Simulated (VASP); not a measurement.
Set up this calculation in VASP 6.6.1, as the native input.

```
Task                   : single point
Functional             : PBEsol
Potentials or basis    : VASP PAW PBE potentials, release 64 (Al)
Cutoff                 : 520 eV
k mesh                 : 20 × 20 × 20
Occupations            : gaussian, width 0.15 eV
Spin                   : no spin polarisation
Dipole correction      : no
Further INCAR settings : ALGO = Normal; EDIFF = 1e-07; NBANDS = 8
```

The structure of Al lies in POSCAR:

```
Al
1.0
    0.0000000000      2.0846994000      2.0846994000
    2.0846994000      0.0000000000      2.0846994000
    2.0846994000      2.0846994000      0.0000000000
Al
1
Direct
    0.0000000000      0.0000000000      0.0000000000
```

This cell differs from its parent crystal: strain +0.030 along x and y, +0.030 along z.

One way to write it, as run:

INCAR

```
ALGO     = Normal         # electronic algorithm
EDIFF    = 1E-7           # SCF threshold, eV
ENCUT    = 520            # plane-wave cutoff, eV
GGA      = PS             # functional
ISIF     = 2              # what is computed and relaxed
ISMEAR   = 0              # smearing method
LASPH    = True           # aspherical terms in the spheres
LCHARG   = False          # write CHGCAR
LREAL    = False          # projectors in reciprocal space
LWAVE    = False          # write WAVECAR
NBANDS   = 8              # bands
NELM     = 100            # most SCF steps
PREC     = Accurate       # precision mode
SIGMA    = 0.15           # smearing width, eV
```

KPOINTS

```
k-points
0
Gamma
  20 20 20
```

Potentials or basis: VASP PAW PBE potentials, release 64 (Al).

Command:

```sh
$ cat potpaw_PBE.64/Al/POTCAR > POTCAR
$ mpirun -np 1 vasp_std > vasp.out
```

Results of the run:

```
Pressure : -7.1 GPa
```

Caveat: the cell differs from its parent crystal (strain +0.030 along x and y, +0.030 along z); the PAW data sets were made with another functional, which shifts forces and pressure a little.

It took 40 s on 1 thread of AMD EPYC 7R43 64-Core Processor (Zen 3), on a shared host, peak memory 0.11 GiB.
